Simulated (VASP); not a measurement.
Wanted: the native input for a VASP 6.6.1 run.

```
Task                   : single point
Functional             : r2SCAN
Potentials or basis    : VASP PAW PBE potentials, release 64 (Pb_d)
Cutoff                 : 520 eV
k mesh                 : 9 × 9 × 9
Occupations            : fermi-dirac, width 0.05 eV
Spin                   : no spin polarisation
Dipole correction      : no
Further INCAR settings : ALGO = Normal; EDIFF = 1e-06; NBANDS = 13
```

Pb:

```
Pb
1.0
     0.00000    2.52356    2.52356
     2.52356    0.00000    2.52356
     2.52356    2.52356    0.00000
Pb
1
Direct
  0.00000 0.00000 0.00000
```

These files were run (other wordings do the same):

POSCAR

```
Pb
1.0
    0.0000000000      2.5235621278      2.5235621278
    2.5235621278      0.0000000000      2.5235621278
    2.5235621278      2.5235621278      0.0000000000
Pb
1
Direct
    0.0000000000      0.0000000000      0.0000000000
```

INCAR.step1

```
ALGO = Normal ; EDIFF = 1E-4
ENCUT = 520 ; GGA = PE
ISMEAR = -1 ; LASPH = T
LCHARG = F ; LREAL = F
LWAVE = T ; NBANDS = 13
NELM = 80 ; PREC = Accurate
SIGMA = 0.05
```

INCAR.step2

```
ALGO = Normal ; EDIFF = 1E-6
ENCUT = 520 ; ISIF = 2
ISMEAR = -1 ; ISTART = 1
LASPH = T ; LCHARG = F
LMIXTAU = T ; LREAL = F
LWAVE = F ; METAGGA = R2SCAN
NBANDS = 13 ; NELM = 80
PREC = Accurate ; SIGMA = 0.05
```

KPOINTS

```
k-points
0
Gamma
  9 9 9
```

Potentials or basis: VASP PAW PBE potentials, release 64 (Pb_d).

Command:

```sh
$ cat potpaw_PBE.64/Pb_d/POTCAR > POTCAR
$ cp INCAR.step1 INCAR
$ mpirun -np 1 vasp_std > vasp.out
$ cp INCAR.step2 INCAR
$ mpirun -np 1 vasp_std > vasp.out
```

It gave:

```yaml
Pressure: -1.5 GPa
Band_gap_on_the_k_mesh: zero (band 7 reaches 13.84 eV, above the bottom of band 8 at 5.07 eV)
```

Caveat: the PAW data sets were made with another functional, which shifts forces and pressure a little; spin-orbit coupling is left out, which moves the levels of the heavy elements.

It took 34 s on 1 thread of Intel(R) Xeon(R) Platinum 8559C (Emerald Rapids), with other jobs on the host, peak memory 0.16 GiB.
